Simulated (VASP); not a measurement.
SiC: single point with PBE

SiC:

```
Si C
1.0
     0.00000    2.17805    2.17805
     2.17805    0.00000    2.17805
     2.17805    2.17805    0.00000
Si C
1 1
Direct
  0.25000 0.25000 0.25000
  0.00000 0.00000 0.00000
```

```yaml
Program: VASP 6.6.1
Task: single point
Functional: PBE
Potentials_or_basis: VASP PAW PBE potentials, release 64 (Si, C)
Cutoff: 520 eV
k_mesh: 6 × 6 × 6
Occupations: gaussian, width 0.01 eV
Spin: no spin polarisation
Dipole_correction: no
Further_INCAR_settings: ALGO = Normal; EDIFF = 1e-06; NBANDS = 11
```

The pressure is 3.5 GPa and the band gap on the k mesh is 1.35 eV (least direct gap 4.54 eV).

Levels at points of the mesh, in eV from the valence-band top:
| k point | band 1 | band 2 | band 3 | band 4 | band 5 | band 6 | band 7 | band 8 |
| --- | --- | --- | --- | --- | --- | --- | --- | --- |
| (0.00, 0.00, 0.00) | -15.42 | 0.00 | 0.00 | 0.00 | 6.25 | 7.31 | 7.31 | 7.31 |
| (0.50, 0.00, 0.00) | -11.84 | -8.55 | -1.05 | -1.05 | 5.44 | 7.23 | 7.23 | 10.06 |
| (0.50, 0.50, 0.00) | -10.39 | -7.80 | -3.19 | -3.19 | 1.35 | 4.32 | 14.05 | 14.05 |

Wall time 5.1 s on 1 thread of AMD EPYC 7R43 64-Core Processor (Zen 3), with other jobs on the host, peak memory 0.09 GiB.

Caveat: the cell stands under pressure. A k mesh can miss the band edges.
